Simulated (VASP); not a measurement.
# SiC (F-43m) in VASP: notebook

SiC is run at these levels: LDA; tasks: vibrations by perturbation theory, elastic constants.

All numbers are computed with VASP 6.6.1; they aren't measurements. Logs are shortened: lines on timing, memory, paths and dates and some standing lists are left out, and cuts for length are marked.

**1. The cell of the first run**

Symmetry: F-43m, No. 216, cubic system. The conventional cell has a = 4.328 Å, b = 4.328 Å, c = 4.328 Å, α = 90.00°, β = 90.00°, γ = 90.00°. C (site symmetry -43m) has 4 Si at 1.87 Å within 2.5 Å. Si (site symmetry -43m) has 4 C at 1.87 Å within 2.5 Å.

**2. Vibrations by perturbation theory, LDA**

File INCAR:

```
SYSTEM = SiC
PREC = Accurate ; ENCUT = 520
EDIFF = 1E-8 ; ISMEAR = 0
SIGMA = 0.01 ; LREAL = .False.
LASPH = .True. ; NELM = 60
ALGO = Normal ; ISIF = 2
LWAVE = .False. ; LCHARG = .True.
GGA = CA ; IBRION = 8
NSW = 1 ; LEPSILON = .True.
```

File KPOINTS:

```
regular mesh
0
Gamma
  8 8 8
  0 0 0
```

File POSCAR:

```
SiC
1.0
    0.0000000000      2.1640000000      2.1640000000
    2.1640000000      0.0000000000      2.1640000000
    2.1640000000      2.1640000000      0.0000000000
C Si
1 1
Direct
    0.0000000000      0.0000000000      0.0000000000
    0.2500000000      0.2500000000      0.2500000000
```

Potentials or basis: VASP PAW LDA potentials, release 64 (C, Si).

Launch:

```console
cat potpaw_LDA.64/C/POTCAR potpaw_LDA.64/Si/POTCAR > POTCAR
mpirun -np 1 vasp_std > vasp.out
```

OUTCAR:

```text
SYSTEM = SiC
   PREC = Accurate
   ENCUT = 520
   EDIFF = 1E-8
   ISMEAR = 0
   LREAL = .False.
   LASPH = .True.
   NELM = 60
   ISIF = 2
   GGA = CA
   IBRION = 8
   NSW = 1
   LEPSILON = .True.

 ion  position               nearest neighbor table
   1  0.000  0.000  0.000-   2 1.87   2 1.87   2 1.87   2 1.87
   2  0.250  0.250  0.250-   1 1.87   1 1.87   1 1.87   1 1.87

  LATTYP: Found a face centered cubic cell.
 ALAT       =     4.3280000000

  Lattice vectors:

 A1 = (   0.0000000000,   2.1640000000,   2.1640000000)
 A2 = (   2.1640000000,   0.0000000000,   2.1640000000)
 A3 = (   2.1640000000,   2.1640000000,   0.0000000000)

Analysis of symmetry for initial positions (statically):
=====================================================================
 Subroutine PRICEL returns:
 Original cell was already a primitive cell.

 Routine SETGRP: Setting up the symmetry group for a
 face centered cubic supercell.

 Subroutine GETGRP returns: Found 24 space group operations
 (whereof 24 operations were pure point group operations)
 out of a pool of 48 trial point group operations.

The static configuration has the point symmetry T_d .

Analysis of symmetry for dynamics (positions and initial velocities):
=====================================================================
 Subroutine PRICEL returns:
 Original cell was already a primitive cell.

 Routine SETGRP: Setting up the symmetry group for a
 face centered cubic supercell.

 Subroutine GETGRP returns: Found 24 space group operations
 (whereof 24 operations were pure point group operations)
 out of a pool of 48 trial point group operations.

The dynamic configuration has the point symmetry T_d .

 Subroutine INISYM returns: Found 24 space group operations
 (whereof 24 operations are pure point group operations),
 and found     1 'primitive' translations

----------------------------------------------------------------------------------------

                                     Primitive cell

  volume of cell :      20.2676

  direct lattice vectors                    reciprocal lattice vectors
     0.000000000  2.164000000  2.164000000    -0.231053604  0.231053604  0.231053604
     2.164000000  0.000000000  2.164000000     0.231053604 -0.231053604  0.231053604
     2.164000000  2.164000000  0.000000000     0.231053604  0.231053604 -0.231053604

  length of vectors
     3.060358149  3.060358149  3.060358149     0.400196582  0.400196582  0.400196582

  position of ions in fractional coordinates (direct lattice)
     0.000000000  0.000000000  0.000000000
     0.250000000  0.250000000  0.250000000

  ion indices of the primitive-cell ions
   primitive index   ion index
                 1           1
                 2           2

----------------------------------------------------------------------------------------

 KPOINTS: regular mesh

Automatic generation of k-mesh.
 Grid dimensions read from file:
 generate k-points for:    8    8    8

 Generating k-lattice:

  Cartesian coordinates                     Fractional coordinates (reciprocal lattice)
[... 413 lines left out ...]
  ---------------------------------------------------
  ---------------------------------------------------
  free energy    TOTEN  =        -0.35994094 eV

  energy without entropy =       -0.35994094

------------------------ aborting loop because EDIFF is reached ----------------------------------------

--------------------------------------- Ionic step        2  -------------------------------------------

------------------------ aborting loop because EDIFF is reached ----------------------------------------

--------------------------------------- Ionic step        3  -------------------------------------------

------------------------ aborting loop because EDIFF is reached ----------------------------------------

 PIEZOELECTRIC TENSOR FIELD DIRECTION 3  (e Angst)
 -----------------------------------------------------------------------------
    -0.00052  1.25686  0.00000           ( -0.00000  0.05642  0.00000)
     1.25686 -0.00052  0.00000           (  0.05642 -0.00000  0.00000)
     0.00000  0.00000  0.00058           (  0.00000  0.00000 -0.00000)

 PIEZOELECTRIC TENSOR FIELD DIRECTION 3  (C/m^2)
 -----------------------------------------------------------------------------
    -0.00041  0.99356  0.00000
     0.99356 -0.00041  0.00000
     0.00000  0.00000  0.00046

--------------------------------------- Ionic step        4  -------------------------------------------

------------------------ aborting loop because EDIFF is reached ----------------------------------------

[... ionic steps 5 to 6 ...]

--------------------------------------- Ionic step        7  -------------------------------------------

 Free energy of the ion-electron system (eV)
  ---------------------------------------------------
  ---------------------------------------------------
  free energy    TOTEN  =        -0.01431650 eV

  energy without entropy =       -0.01431650

------------------------ aborting loop because EDIFF is reached ----------------------------------------

 INTERNAL STRAIN TENSOR  FOR ION    2  DIRECTION 1   (eV/Angst):
 -----------------------------------------------------------------------------
     0.01475  0.00000  0.00000
     0.00000 -0.00658 -7.94428
     0.00000 -7.94428 -0.00658

 MACROSCOPIC STATIC DIELECTRIC TENSOR (including local field effects in DFT)
 ------------------------------------------------------
           7.085305    -0.000000     0.000000
           0.000000     7.085305    -0.000000
          -0.000000     0.000000     7.085305
 ------------------------------------------------------

 PIEZOELECTRIC TENSOR (including local field effects)  for field in x, y, z        (e  Angst)
          XX          YY          ZZ          XY          YZ          ZX
  --------------------------------------------------------------------------------
  x    -0.00000    -0.00000     0.00000     0.00000     1.25329     0.00000
  y     0.00000     0.00000     0.00000     0.00000     0.00000     1.25329
  z     0.00000    -0.00000     0.00000     1.25329     0.00000     0.00000

 PIEZOELECTRIC TENSOR (including local field effects)  for field in x, y, z        (C/m^2)
          XX          YY          ZZ          XY          YZ          ZX
  --------------------------------------------------------------------------------
  x    -0.00000    -0.00000     0.00000     0.00000     0.99074     0.00000
  y     0.00000     0.00000     0.00000     0.00000     0.00000     0.99074
  z     0.00000    -0.00000     0.00000     0.99074     0.00000     0.00000

 BORN EFFECTIVE CHARGES (including local field effects) (in |e|, cummulative output)
 ---------------------------------------------------------------------------------
 ion    1
    1    -2.72312     0.00000    -0.00000
    2     0.00000    -2.72312     0.00000
    3    -0.00000     0.00000    -2.72312
 ion    2
    1     2.72312     0.00000     0.00000
    2     0.00000     2.72312    -0.00000
    3     0.00000    -0.00000     2.72312

 INTERNAL STRAIN TENSOR FOR ION    2 for displacements in x,y,z  (eV/Angst):
          X           Y           Z          XY          YZ          ZX
  --------------------------------------------------------------------------------
  x     0.00000     0.00000    -0.00000     0.00000    -7.94428     0.00000
  y     0.00000     0.00000    -0.00000     0.00000     0.00000    -7.94428
  z     0.00000    -0.00000     0.00000    -7.94428     0.00000     0.00000

 SECOND DERIVATIVES (NOT SYMMETRIZED)
 ------------------------------------
               1X          1Y          1Z          2X          2Y          2Z
  1X   -19.720644    0.000000    0.000000   19.720644    0.000000    0.000000
  1Y     0.000000  -19.720644    0.000000    0.000000   19.720644    0.000000
  1Z     0.000000    0.000000  -19.720644    0.000000    0.000000   19.720644
  2X    19.724330    0.000000    0.000000  -19.724330    0.000000    0.000000
  2Y     0.000000   19.724330    0.000000    0.000000  -19.724330    0.000000
  2Z     0.000000    0.000000   19.724330    0.000000    0.000000  -19.724330

 Eigenvectors and eigenvalues of the dynamical matrix
 ----------------------------------------------------

   1 f  =   23.935756 THz   150.392793 2PiTHz  798.410896 cm-1    98.990290 meV
             X         Y         Z           dx          dy          dz
      0.000000  0.000000  0.000000     0.000000    0.836902    0.000000
      1.082000  1.082000  1.082000     0.000000   -0.547353    0.000000
[... 21 lines left out ...]
   6 f/i=    0.001025 THz     0.006438 2PiTHz    0.034178 cm-1     0.004238 meV
             X         Y         Z           dx          dy          dz
      0.000000  0.000000  0.000000     0.000000    0.000000   -0.547353
      1.082000  1.082000  1.082000     0.000000    0.000000   -0.836902

--------------------------------------------------------------------------------------------------------

 MACROSCOPIC STATIC DIELECTRIC TENSOR IONIC CONTRIBUTION
 ------------------------------------------------------
           3.356873    -0.000000     0.000000
          -0.000000     3.356873     0.000000
           0.000000     0.000000     3.356873
 ------------------------------------------------------

 ELASTIC MODULI CONTR FROM IONIC RELAXATION (kBar)
 Direction    XX          YY          ZZ          XY          YZ          ZX
 --------------------------------------------------------------------------------
 XX          -0.0000     -0.0000      0.0000      0.0000      0.0000      0.0000
 YY          -0.0000     -0.0000      0.0000     -0.0000      0.0000      0.0000
 ZZ           0.0000      0.0000     -0.0000      0.0000     -0.0000     -0.0000
 XY           0.0000     -0.0000      0.0000   -277.6821     -0.0000     -0.0000
 YZ           0.0000      0.0000     -0.0000     -0.0000   -277.6821      0.0000
 ZX           0.0000      0.0000     -0.0000     -0.0000      0.0000   -277.6821
 --------------------------------------------------------------------------------

 PIEZOELECTRIC TENSOR IONIC CONTR  for field in x, y, z        (C/m^2)
          XX          YY          ZZ          XY          YZ          ZX
  --------------------------------------------------------------------------------
  x     0.00000     0.00000    -0.00000    -0.00000    -0.90848     0.00000
  y     0.00000     0.00000    -0.00000    -0.00000     0.00000    -0.90848
  z     0.00000    -0.00000     0.00000    -0.90848    -0.00000     0.00000
```

Run time: 31 s. Hardware: 1 thread of Intel Xeon 6975P-C (Granite Rapids), shared host; peak memory 0.15 GiB.

Results:

```yaml
Electronic_dielectric_tensor_diagonal: 7.09
Born_charges_mean_of_the_diagonal: C -2.72; Si +2.72 e
Highest_phonon_frequency_at_Γ_LO-TO_splitting_left_out: 798 cm⁻¹
```

Phonon frequencies in cm⁻¹ (negative: imaginary):
```csv
q point,frequencies
"(0.000, 0.000, 0.000)",0 0 0 798 798 798
```

Electronic dielectric tensor:
```
7.09 0.00 0.00
0.00 7.09 0.00
0.00 0.00 7.09
```

Born effective charge tensors (e):
atom 1, C
```
-2.72  0.00  0.00
 0.00 -2.72  0.00
 0.00  0.00 -2.72
```
atom 2, Si
```
2.72 0.00 0.00
0.00 2.72 0.00
0.00 0.00 2.72
```

**3. Elastic constants, LDA**

File INCAR:

```
ALGO = Normal ; EDIFF = 1E-8
ENCUT = 600 ; IBRION = 6
ISIF = 3 ; ISMEAR = 0
LASPH = True ; LCHARG = False
LREAL = False ; LWAVE = False
NELM = 60 ; NFREE = 2
NSW = 1 ; POTIM = 0.015
PREC = Accurate ; SIGMA = 0.01
```

File KPOINTS:

```
k-points
0
Gamma
  8 8 8
```

POSCAR is that of step 2.

Potentials or basis: VASP PAW LDA potentials, release 64 (C, Si).

Launch:

```console
cat potpaw_LDA.64/C/POTCAR potpaw_LDA.64/Si/POTCAR > POTCAR
mpirun -np 1 vasp_std > vasp.out
```

OUTCAR:

```text
EDIFF = 1E-8
   ENCUT = 600
   IBRION = 6
   ISIF = 3
   ISMEAR = 0
   LASPH = True
   LREAL = False
   NELM = 60
   NFREE = 2
   NSW = 1
   POTIM = 0.015
   PREC = Accurate

 ion  position               nearest neighbor table
   1  0.000  0.000  0.000-   2 1.87   2 1.87   2 1.87   2 1.87
   2  0.250  0.250  0.250-   1 1.87   1 1.87   1 1.87   1 1.87

  LATTYP: Found a face centered cubic cell.
 ALAT       =     4.3280000000

  Lattice vectors:

 A1 = (   0.0000000000,   2.1640000000,   2.1640000000)
 A2 = (   2.1640000000,   0.0000000000,   2.1640000000)
 A3 = (   2.1640000000,   2.1640000000,   0.0000000000)

Analysis of symmetry for initial positions (statically):
=====================================================================
 Subroutine PRICEL returns:
[... 685 lines left out ...]
  x     0.00000    -0.00000    -0.00000     0.00000     8.76603     0.00000
  y    -0.00000    -0.00000    -0.00000     0.00000     0.00000     8.76603
  z    -0.00000    -0.00000     0.00000     8.76603     0.00000     0.00000

 INTERNAL STRAIN TENSOR FOR ION    2 for displacements in x,y,z  (eV/Angst):
          X           Y           Z          XY          YZ          ZX
  --------------------------------------------------------------------------------
  x    -0.00000     0.00000     0.00000     0.00000    -8.76488     0.00000
  y    -0.00000    -0.00000    -0.00000     0.00000     0.00000    -8.76488
  z     0.00000     0.00000    -0.00000    -8.76488     0.00000     0.00000

 Eigenvectors and eigenvalues of the dynamical matrix
 ----------------------------------------------------

   1 f  =   23.932782 THz   150.374106 2PiTHz  798.311686 cm-1    98.977990 meV
             X         Y         Z           dx          dy          dz
      0.000000  0.000000  0.000000     0.000000    0.836928    0.000000
      1.082000  1.082000  1.082000     0.000000   -0.547312    0.000000
[... 21 lines left out ...]
   6 f/i=    0.000135 THz     0.000850 2PiTHz    0.004513 cm-1     0.000559 meV
             X         Y         Z           dx          dy          dz
      0.000000  0.000000  0.000000     0.000000    0.000000   -0.547312
      1.082000  1.082000  1.082000     0.000000    0.000000   -0.836928

--------------------------------------------------------------------------------------------------------

 ELASTIC MODULI CONTR FROM IONIC RELAXATION (kBar)
 Direction    XX          YY          ZZ          XY          YZ          ZX
 --------------------------------------------------------------------------------
 XX          -0.0000      0.0000      0.0000      0.0000     -0.0000      0.0000
 YY           0.0000     -0.0000     -0.0000      0.0000      0.0000     -0.0000
 ZZ           0.0000     -0.0000     -0.0000     -0.0000      0.0000      0.0000
 XY           0.0000      0.0000     -0.0000   -308.0507      0.0000      0.0000
 YZ          -0.0000      0.0000      0.0000      0.0000   -308.0507      0.0000
 ZX           0.0000     -0.0000      0.0000      0.0000      0.0000   -308.0507
 --------------------------------------------------------------------------------

 TOTAL ELASTIC MODULI (kBar)
 Direction    XX          YY          ZZ          XY          YZ          ZX
 --------------------------------------------------------------------------------
 XX        4028.9389   1429.5744   1429.5744     -0.0000      0.0000     -0.0000
 YY        1429.5744   4028.9389   1429.5744     -0.0000     -0.0000      0.0000
 ZZ        1429.5744   1429.5744   4028.9389      0.0000      0.0000      0.0000
 XY          -0.0000     -0.0000      0.0000   2533.5019      0.0000     -0.0000
 YZ           0.0000     -0.0000      0.0000      0.0000   2533.5019     -0.0000
 ZX          -0.0000      0.0000      0.0000     -0.0000     -0.0000   2533.5019
 --------------------------------------------------------------------------------
```

OSZICAR:

```text
N       E                     dE             d eps       ncg     rms          rms(c)
DAV:   1     0.422212286179E+01    0.42221E+01   -0.44517E+03   464   0.100E+03
DAV:   2    -0.183378302405E+02   -0.22560E+02   -0.21420E+02   728   0.110E+02
DAV:   3    -0.187405335125E+02   -0.40270E+00   -0.40270E+00   544   0.179E+01
[... 178 lines left out ...]
DAV:   3    -0.166412682971E+02    0.70724E-04   -0.32399E-04  1848   0.152E-01    0.111E-02
DAV:   4    -0.166412660356E+02    0.22616E-05   -0.26593E-05  1944   0.494E-02    0.925E-03
DAV:   5    -0.166412659494E+02    0.86144E-07   -0.17804E-06  2312   0.115E-02    0.133E-03
DAV:   6    -0.166412659399E+02    0.95705E-08   -0.11281E-07  1816   0.301E-03    0.674E-04
DAV:   7    -0.166412659386E+02    0.12708E-08   -0.89810E-09  1312   0.759E-04
  17 F= -.16641266E+02 E0= -.16641266E+02  d E =-.326430E-46
```

Wall time 56 s (1 thread of Intel Xeon 6975P-C (Granite Rapids), shared host); peak memory 0.18 GiB.

Results:

```yaml
Elastic_constants_C11_C12_C44: 403, 143, 253 GPa
Voigt_bulk_modulus: 230 GPa
Highest_phonon_frequency_at_Γ_LO-TO_splitting_left_out: 798 cm⁻¹
```

Phonon frequencies in cm⁻¹ (negative: imaginary):
```
              q point        frequencies
(0.000, 0.000, 0.000)  0 0 0 798 798 798
```

Elastic tensor in Voigt notation (GPa, in the Cartesian axes of the cell as first typed):
```
403 143 143   0   0   0
143 403 143   0   0   0
143 143 403   0   0   0
  0   0   0 253   0   0
  0   0   0   0 253   0
  0   0   0   0   0 253
```

Clamped-ion elastic tensor (GPa):
```
403 143 143   0   0   0
143 403 143   0   0   0
143 143 403   0   0   0
  0   0   0 284   0   0
  0   0   0   0 284   0
  0   0   0   0   0 284
```
